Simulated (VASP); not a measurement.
# AlP: single point with PBE

Crystal: AlP.

```xyz
2
Lattice="0.0000 2.7963 2.7963 2.7963 0.0000 2.7963 2.7963 2.7963 0.0000" Properties=species:S:1:pos:R:3 pbc="T T T"
Al    0.0000    0.0000    0.0000
P     1.3982    1.3982    1.3982
```

* Program: VASP 6.6.1
* Task: single point
* Functional: PBE
* Potentials or basis: VASP PAW PBE potentials, release 64 (Al, P)
* Cutoff: 500 eV
* k mesh: 6 × 6 × 6
* Occupations: gaussian, width 0.01 eV
* Spin: no spin polarisation

* Pressure: -3.5 GPa
* Band gap on the k mesh: 1.71 eV, indirect (least direct gap 2.70 eV)

Levels at points of the mesh, in eV from the valence-band top:
```csv
k point,band 1,band 2,band 3,band 4,band 5,band 6,band 7,band 8
"(0.00, 0.00, 0.00)",-11.11,0.00,0.00,0.00,2.70,4.46,4.46,4.46
"(0.50, 0.00, 0.00)",-9.60,-5.22,-0.72,-0.72,2.54,4.79,4.79,8.06
"(0.50, 0.50, 0.00)",-9.01,-5.08,-1.96,-1.96,1.71,2.48,10.45,10.45
```

Run time: 6.2 s on 1 thread of Intel(R) Xeon(R) 6975P-C (Granite Rapids), on a shared host, peak memory 0.15 GiB.

A k mesh can miss the band edges. Expect the measured gap to be larger: semilocal functionals such as PBE lack the derivative discontinuity.
